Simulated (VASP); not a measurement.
Here is a VASP 6.6.1 calculation.

INCAR

```
ALGO = Normal
EDIFF = 1E-6
ENCUT = 520
ISIF = 2
ISMEAR = -1
LASPH = T
LCHARG = F
LREAL = F
LWAVE = F
NBANDS = 18
NELM = 100
PREC = Accurate
SIGMA = 0.05
```

File KPOINTS:

```
k-points
0
Gamma
  8 8 5
```

The input POSCAR:

```
PtSe2
1.0
    3.7486629704      0.0000000000      0.0000000000
   -1.8743314852      3.2464373626      0.0000000000
    0.0000000000      0.0000000000      5.0955241558
Pt Se
1 2
Direct
    0.0000000000      0.0000000000      0.0000000000
    0.6666666667      0.3333333333      0.7500000000
    0.3333333333      0.6666666667      0.2500000000
```

Potentials or basis: VASP PAW LDA potentials, release 64 (Pt, Se).

The run is started by

```console
$ cat potpaw_LDA.64/Pt/POTCAR potpaw_LDA.64/Se/POTCAR > POTCAR
$ mpirun -np 1 vasp_std > vasp.out
```

Q: Estimate the largest force.

A: 0.007 eV/Å.

Q: What does it give for the pressure?

A: -2.6 GPa.

Q: Predict the band gap on the k mesh.

A: Zero (band 11 reaches 6.63 eV, above the bottom of band 12 at 6.29 eV).

Forces on the atoms (eV/Å):
```
Pt   0.000  0.000  0.000
Se   0.000  0.000 -0.007
Se   0.000  0.000  0.007
```

Caveat: spin-orbit coupling is left out, which moves the levels of the heavy elements.
